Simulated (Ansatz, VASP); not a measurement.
**Two plane-wave programs on CaO**

```xyz
2
Lattice="-0.0122 2.4490 2.4490 2.4490 -0.0122 2.4490 2.4368 2.4368 0.0000" Properties=species:S:1:pos:R:3 pbc="T T T"
Ca    0.0000    0.0000    0.0000
O     2.4368    2.4368    2.4490
```

Change from the starting cell: strain -0.0100 x Voigt [0, 0, 0, 0, 0, 1], atoms carried along.

Alike in both runs: task single point; functional PBE; k mesh 8 × 8 × 8; occupations gaussian, width 0.05 eV; no spin polarisation.

|  | VASP | Ansatz |
| --- | --- | --- |
| version | VASP 6.6.1 | Ansatz 0.2.0 |
| potentials or method | VASP PAW PBE potentials, release 64 (Ca_sv, O), cutoff 520 eV | scalar-relativistic, plane waves, PAW |
| valence electrons in the cell | 16 | 16 |

Ansatz gave:

- gap on the k mesh at the Fermi level (eV): 3.64
- least direct gap on the mesh (eV): 4.02
- pressure (GPa): -4.0
- traceless stress, the component that is largest in VASP (GPa): 0.75

Problem. What did VASP give for the same quantities?

Solution. gap on the k mesh at the Fermi level (eV): 3.63; least direct gap on the mesh (eV): 4.00; pressure (GPa): -3.5; traceless stress, the component that is largest in VASP (GPa): 0.74.
